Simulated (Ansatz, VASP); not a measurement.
## Two plane-wave programs on B3P

```xyz
4
Lattice="2.8860 0.0000 0.0000 -1.4430 2.4994 0.0000 0.0000 0.0000 4.7702" Properties=species:S:1:pos:R:3 pbc="T T T"
B     1.4430    0.8331    0.8004
B     1.4430    0.8331    3.9698
B     0.0000    0.0000    0.0000
P     0.0000    0.0000    2.3851
```

Alike in both runs: task relaxation of cell and atoms; functional PBE; k mesh 18 × 18 × 10; occupations gaussian, width 0.1 eV; no spin polarisation.

|  | VASP | Ansatz |
| --- | --- | --- |
| version | VASP 6.6.1 | Ansatz 0.2.0 |
| potentials or method | VASP PAW PBE potentials, release 64 (B, P), cutoff 500 eV | scalar-relativistic, plane waves, PAW |
| valence electrons in the cell | 14 | 14 |

Ansatz gave:

```
gap on the k mesh at the Fermi level, each at its own relaxed structure (eV) : none
relaxed volume (Å³/atom)                                                     : 8.71
relaxed cell length with the largest relative difference (Å)                 : 4.885
```

Task: What did VASP give for the same quantities?

Result: gap on the k mesh at the Fermi level, each at its own relaxed structure (eV): none; relaxed volume (Å³/atom): 8.70; relaxed cell length with the largest relative difference (Å): 4.881.

A gap of «none» marks a metal or a gap that the smearing closes.
